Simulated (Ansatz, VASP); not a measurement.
Two plane-wave programs on Ti

```
Ti
1.0
    -1.64100    1.64100    1.64100
     1.64100   -1.64100    1.64100
     1.64100    1.64100   -1.64100
Ti
1
Direct
  0.00000 0.00000 0.00000
```

Alike in both runs: task single point; functional PBE; k mesh 16 × 16 × 16; occupations gaussian, width 0.15 eV; no spin polarisation.

|  | VASP | Ansatz |
| --- | --- | --- |
| version | VASP 6.6.1 | Ansatz 0.2.0 |
| potentials or method | VASP PAW PBE potentials, release 64 (Ti_sv), cutoff 500 eV | scalar-relativistic, plane waves, PAW |
| valence electrons in the cell | 12 | 12 |

Ansatz gave:

```
gap on the k mesh at the Fermi level (eV) : none
pressure (GPa)                            : -2.4
```

What did VASP give for the same quantities?

gap on the k mesh at the Fermi level (eV): none; pressure (GPa): -2.7.

A gap of «none» marks a metal or a gap that the smearing closes. The functional is the same, so the differences come from potentials, cutoffs and numerics.
